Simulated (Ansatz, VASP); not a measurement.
## Two plane-wave programs on Pb

Contents of INCAR:

```
  PREC = Accurate
  ENCUT = 520
  EDIFF = 1E-6
  ISMEAR = 0
  SIGMA = 0.1
  LREAL = F
  LASPH = T
  NELM = 60
  ALGO = Normal
  ISIF = 2
  LWAVE = F
  LCHARG = F
  GGA = PE
  IVDW = 12
  NBANDS = 13
```

The input KPOINTS:

```
Automatic mesh
0
Gamma
  16 16 16
```

The input POSCAR:

```
Pb
1.0
   -1.9248672034      1.9248672034      1.9248672034
    1.9248672034     -1.9248672034      1.9248672034
    1.9248672034      1.9248672034     -1.9248672034
Pb
1
Direct
    0.0000000000      0.0000000000      0.0000000000
```

Input for Ansatz:

```yaml
crystal:
  lattice:
    - [-1.9248672034, 1.9248672034, 1.9248672034]
    - [1.9248672034, -1.9248672034, 1.9248672034]
    - [1.9248672034, 1.9248672034, -1.9248672034]
  atoms:
    - { symbol: Pb, position: [0.0, 0.0, 0.0] }
basis:
  ecutwfc: 420
kpoints:
  mp_grid: { grid: [16, 16, 16] }
hamiltonian:
  xc: pbe
  dispersion: d3bj
scf:
  occupations: { method: gaussian, width: 0.1 }
output:
  forces: true
  stress: true
  eigenvalues: true
```

Alike in both runs: task single point; functional PBE; dispersion D3(BJ); k mesh 16 × 16 × 16; occupations gaussian, width 0.1 eV; no spin polarisation.

|  | VASP | Ansatz |
| --- | --- | --- |
| version | VASP 6.6.1 | Ansatz 0.2.0 |
| potentials or method | VASP PAW PBE potentials, release 64 (Pb_d), cutoff 520 eV | scalar-relativistic, plane waves, PAW |
| valence electrons in the cell | 14 | 14 |

Ansatz gave:

```
gap on the k mesh at the Fermi level (eV) : none
pressure (GPa)                            : 3.2
```

Task: Which values does VASP return?

Result: gap on the k mesh at the Fermi level (eV): none; pressure (GPa): 3.1.

A gap of «none» marks a metal or a gap that the smearing closes.

Spin-orbit coupling is off throughout.
